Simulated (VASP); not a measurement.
# SnO2: single point with PBE+D3(BJ)

Crystal: SnO2.

```xyz
6
Lattice="1.6186 -2.8035 0.0000 1.6186 0.9345 4.2918 -4.8559 -2.8035 0.0000" Properties=species:S:1:pos:R:3 pbc="T T T"
Sn    1.6594   -1.0052    2.1459
Sn   -1.6594   -0.8638    2.1459
O    -1.6380   -2.7700    3.1365
O     1.6380   -2.8371    3.1365
O    -0.0194   -1.8355    1.1554
O    -1.5993   -4.7061    1.1554
```

This cell differs from its parent crystal: atoms displaced along a vibrational mode.

```json
{"Program": "VASP 6.6.1", "Task": "single point", "Functional": "PBE", "Dispersion": "D3(BJ)", "Potentials or basis": "VASP PAW PBE potentials, release 64 (Sn_d, O)", "Cutoff": "520 eV", "k mesh": "8 × 6 × 6", "Occupations": "gaussian, width 0.05 eV", "Spin": "no spin polarisation", "Dipole correction": "no", "Further INCAR settings": "ALGO = Normal; EDIFF = 1e-06; NBANDS = 35"}
```

- Pressure: 0.9 GPa
- Largest force: 0.946 eV/Å
- Band gap on the k mesh: 1.51 eV
- Dispersion energy per atom: -0.201 eV

Forces on the atoms (eV/Å):
```
Sn  -0.473  0.819  0.000
Sn   0.473 -0.819  0.000
O   -0.012 -0.061  0.080
O   -0.058  0.020  0.080
O    0.058 -0.020 -0.080
O    0.012  0.061 -0.080
```

Stress tensor (GPa, compression positive):
```
 1.20  0.15 -0.28
 0.15  1.02 -0.16
-0.28 -0.16  0.47
```

Levels at points of the mesh, in eV from the valence-band top:
```csv
k point,band 23,band 24,band 25,band 26,band 27,band 28,band 29,band 30
"(0.00, 0.00, 0.00)",-1.13,-0.60,-0.06,0.00,1.51,4.76,5.42,6.67
"(0.50, 0.00, 0.00)",-1.37,-1.16,-0.22,-0.15,5.41,5.61,8.67,8.84
"(0.00, 0.50, 0.00)",-1.12,-1.11,-1.05,-0.96,3.44,5.26,5.71,7.79
"(0.50, 0.50, 0.00)",-0.58,-0.50,-0.46,-0.37,5.45,5.57,8.55,8.59
"(0.00, 0.00, 0.50)",-0.80,-0.80,-0.08,-0.08,4.02,4.02,6.61,6.61
"(0.50, 0.00, 0.50)",-1.07,-1.07,-0.97,-0.97,5.26,5.26,7.80,7.80
"(0.00, 0.50, 0.50)",-0.91,-0.91,-0.60,-0.60,4.43,4.43,7.34,7.34
"(0.50, 0.50, 0.50)",-0.59,-0.59,-0.07,-0.07,4.75,4.75,6.68,6.68
```

Wall time 5.6 min on 1 thread of Intel(R) Xeon(R) Platinum 8488C (Sapphire Rapids), on a shared host, peak memory 0.33 GiB.

Caveat: the cell differs from its parent crystal (atoms displaced along a vibrational mode); spin-orbit coupling is left out, which moves the levels of the heavy elements.
